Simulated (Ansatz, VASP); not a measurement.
MnO in VASP and in Ansatz

File POSCAR:

```
MnO
1.0
    0.0000000000      2.2531730023      2.2531730023
    2.2531730023      0.0000000000      2.2531730023
    2.2531730023      2.2531730023      0.0000000000
Mn O
1 1
Direct
    0.0000000000      0.0000000000      0.0000000000
    0.5000000000      0.5000000000      0.5000000000
```

File INCAR.step1:

```
ALGO = Normal
EDIFF = 1E-4
ENCUT = 520
GGA = PE
ISMEAR = -1
ISPIN = 2
LASPH = True
LCHARG = False
LMAXMIX = 4
LREAL = False
LWAVE = True
MAGMOM = 4 0
NBANDS = 20
NELM = 150
PREC = Accurate
SIGMA = 0.05
```

Contents of INCAR.step2:

```
ALGO = Normal
EDIFF = 1E-6
ENCUT = 520
ISIF = 2
ISMEAR = -1
ISPIN = 2
ISTART = 1
IVDW = 13
LASPH = True
LCHARG = True
LELF = True
LMAXMIX = 4
LMIXTAU = True
LORBIT = 11
LREAL = False
LVHAR = True
LWAVE = False
MAGMOM = 4 0
METAGGA = R2SCAN
NBANDS = 20
NELM = 150
PREC = Accurate
SIGMA = 0.05
VDW_A1 = 0.51559235
VDW_A2 = 5.77342911
VDW_S6 = 1.0
VDW_S8 = 0.6018749
```

The input KPOINTS:

```
k-points
0
Gamma
  10 10 10
```

input.yaml

```yaml
crystal:
  lattice:
    - [0.0, 2.2531730023, 2.2531730023]
    - [2.2531730023, 0.0, 2.2531730023]
    - [2.2531730023, 2.2531730023, 0.0]
  atoms:
    - { symbol: Mn, position: [0.0, 0.0, 0.0], spin: 4.0 }
    - { symbol: O, position: [0.5, 0.5, 0.5] }
hamiltonian:
  xc: r2scan
  pseudopotentials: { kind: paw }
  dispersion: d4
magnetization:
  spin_polarized: true
kpoints:
  mp_grid: { grid: [10, 10, 10] }
scf:
  occupations: { method: fermi_dirac, width: 0.05 }
output:
  forces: true
  stress: true
  eigenvalues: true
```

Alike in both runs: task single point; functional r2SCAN; dispersion D4; k mesh 10 × 10 × 10; occupations fermi-dirac, width 0.05 eV; collinear spin.

```csv
,VASP,Ansatz
version,VASP 6.6.1,Ansatz 0.2.0
potentials or method,"VASP PAW PBE potentials, release 64 (Mn_pv, O)",Ansatz PAW
plane-wave cutoff (eV),520,500
valence electrons in the cell,19,21
```

|  | VASP | Ansatz | Ansatz less VASP |
| --- | --- | --- | --- |
| gap on the k mesh at the Fermi level (eV) | none | none | - |
| pressure (GPa) | -6.6 | -6.8 | -0.20 |
| net moment per atom (μB) | 2.50 | 2.50 | 0.000 |
| size of the moment on the site where the two differ most (μB) | 4.55 | 4.30 | -0.258 |

VASP's potentials were made for PBE, not for r2SCAN. Site moments also hang on the region over which each program counts them. A gap of «none» marks a metal or a gap that the smearing closes. VASP's potentials hold 19 valence electrons a cell and Ansatz's 21, so a difference there can come from the potentials and not from the codes.

Noted on Ansatz's run: the magnetic or orbital state may not be the lowest.
